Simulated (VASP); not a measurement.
Write the native input for VASP 6.6.1 that does the following.

```
Task                   : single point
Functional             : r2SCAN
Potentials or basis    : VASP PAW PBE potentials, release 64 (Ta_pv, Sb)
Cutoff                 : 520 eV
k mesh                 : 10 × 10 × 10
Occupations            : gaussian, width 0.05 eV
Spin                   : no spin polarisation
Dipole correction      : no
Further INCAR settings : ALGO = Normal; EDIFF = 1e-06; NBANDS = 15
```

Crystal: TaSb.

```
Ta Sb
1.0
     0.00000    3.08174    3.08174
     3.08174    0.00000    3.08174
     3.08174    3.08174    0.00000
Ta Sb
1 1
Direct
  0.00000 0.00000 0.00000
  0.25000 0.25000 0.25000
```

This cell differs from its parent crystal: volume scaled by 0.960.

These files were run (other wordings do the same):

POSCAR

```
TaSb
1.0
    0.0000000000      3.0817362784      3.0817362784
    3.0817362784      0.0000000000      3.0817362784
    3.0817362784      3.0817362784      0.0000000000
Ta Sb
1 1
Direct
    0.0000000000      0.0000000000      0.0000000000
    0.2500000000      0.2500000000      0.2500000000
```

INCAR.step1

```
  PREC = Accurate
  ENCUT = 520
  ISMEAR = 0
  SIGMA = 0.05
  LREAL = False
  LASPH = True
  NELM = 100
  NBANDS = 15
  GGA = PE
  ALGO = Normal
  EDIFF = 1E-4
  LWAVE = True
  LCHARG = False
```

INCAR.step2

```
  PREC = Accurate
  ENCUT = 520
  EDIFF = 1E-6
  ISMEAR = 0
  SIGMA = 0.05
  LREAL = False
  LASPH = True
  NELM = 100
  ALGO = Normal
  ISIF = 2
  LWAVE = False
  LCHARG = False
  METAGGA = R2SCAN
  LMIXTAU = True
  NBANDS = 15
  ISTART = 1
```

KPOINTS

```
regular mesh
0
Gamma
  10 10 10
```

Potentials or basis: VASP PAW PBE potentials, release 64 (Ta_pv, Sb).

Command:

```sh
$ cat potpaw_PBE.64/Ta_pv/POTCAR potpaw_PBE.64/Sb/POTCAR > POTCAR
$ cp INCAR.step1 INCAR
$ mpirun -np 1 vasp_std > vasp.out
$ cp INCAR.step2 INCAR
$ mpirun -np 1 vasp_std > vasp.out
```

Results of the run:

```yaml
Pressure: 3.8 GPa
Band_gap_on_the_k_mesh: zero (band 8 reaches 5.21 eV, above the bottom of band 9 at 4.89 eV)
```

Caveat: the PAW data sets were made with another functional, which shifts forces and pressure a little; spin-orbit coupling is left out, which moves the levels of the heavy elements.

Run time: 99 s on 1 thread of Intel(R) Xeon(R) Platinum 8375C CPU @ 2.90GHz (Ice Lake) (shared host), peak memory 0.21 GiB.
